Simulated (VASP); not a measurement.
**BiTe: single point with PBE**

BiTe:

```
Bi Te
1.0
     0.00000    3.23904    3.23904
     3.23500    0.00404    3.23500
     3.23500    3.23500    0.00404
Bi Te
1 1
Cartesian
  0.0000 0.0000 0.0000
  3.2350 3.2390 3.2390
```

This cell differs from its parent crystal: strain +0.0025 x Voigt [0, 0, 0, 1, 0, 0].

```yaml
Program: VASP 6.6.1
Task: single point
Functional: PBE
Potentials_or_basis: VASP PAW PBE potentials, release 64 (Bi_d, Te)
Cutoff: 520 eV
k_mesh: 14 × 14 × 14
Occupations: gaussian, width 0.15 eV
Spin: no spin polarisation
Dipole_correction: no
Further_INCAR_settings: ALGO = Normal; EDIFF = 1e-07; NBANDS = 18
```

```
Pressure : 0.7 GPa
```

Levels at points of the mesh, in eV from the Fermi level:
```csv
k point,band 8,band 9,band 10,band 11,band 12,band 13
"(0.00, 0.00, 0.00)",-2.57,-2.56,-2.55,2.14,2.14,2.14
"(0.50, 0.00, 0.00)",-1.93,-1.93,-1.61,-0.82,-0.63,-0.63
"(0.00, 0.50, 0.00)",-1.94,-1.93,-1.62,-0.84,-0.64,-0.64
"(0.50, 0.50, 0.00)",-5.67,-4.03,-4.03,2.23,3.58,3.58
"(0.00, 0.50, 0.50)",-5.67,-4.04,-4.02,2.23,3.57,3.58
```

Wall time 5.3 min on 1 thread of Intel(R) Xeon(R) 6975P-C (Granite Rapids) (shared host), peak memory 0.62 GiB.

Caveat: the cell differs from its parent crystal (strain +0.0025 x Voigt [0, 0, 0, 1, 0, 0]); spin-orbit coupling is left out, which moves the levels of the heavy elements.
